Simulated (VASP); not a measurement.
Write the native input for VASP 6.6.1 that does the following.

* Task: single point
* Functional: PBEsol
* Potentials or basis: VASP PAW PBE potentials, release 64 (Ta_pv)
* Cutoff: 520 eV
* k mesh: 20 × 20 × 20
* Occupations: gaussian, width 0.15 eV
* Spin: no spin polarisation
* Dipole correction: no
* Further INCAR settings: ALGO = Normal; EDIFF = 1e-06; NBANDS = 12

The structure of Ta lies in POSCAR:

```
Ta
1.0
   -1.5191776000      1.5191776000      1.5191776000
    1.5191776000     -1.5191776000      1.5191776000
    1.5191776000      1.5191776000     -1.5191776000
Ta
1
Direct
    0.0000000000      0.0000000000      0.0000000000
```

This cell differs from its parent crystal: strain -0.080 along x and y, -0.080 along z.

The input as run:

INCAR

```
PREC     = Accurate       # precision mode
ENCUT    = 520            # plane-wave cutoff, eV
EDIFF    = 1E-6           # SCF threshold, eV
ISMEAR   = 0              # smearing method
SIGMA    = 0.15           # smearing width, eV
LREAL    = False          # projectors in reciprocal space
LASPH    = True           # aspherical terms in the spheres
NELM     = 60             # most SCF steps
ALGO     = Normal         # electronic algorithm
ISIF     = 2              # what is computed and relaxed
LWAVE    = False          # write WAVECAR
LCHARG   = True           # write CHGCAR
GGA      = PS             # functional
LELF     = True           # ELF
LVHAR    = True         
NBANDS   = 12             # bands
```

KPOINTS

```
regular mesh
0
Gamma
  20 20 20
```

Potentials or basis: VASP PAW PBE potentials, release 64 (Ta_pv).

The run is started by

```bash
$ cat potpaw_PBE.64/Ta_pv/POTCAR > POTCAR
$ mpirun -np 1 vasp_std > vasp.out
```

Results of the run:

```yaml
Pressure: 74.2 GPa
Band_gap_on_the_k_mesh: zero (an odd number of electrons rules out a gap without spin polarisation)
```

Caveat: the cell differs from its parent crystal (strain -0.080 along x and y, -0.080 along z); the cell stands under pressure; the PAW data sets were made with another functional, which shifts forces and pressure a little; spin-orbit coupling is left out, which moves the levels of the heavy elements.

Wall time 37 s on 1 thread of Intel Xeon 8259CL (shared host), peak memory 0.16 GiB.
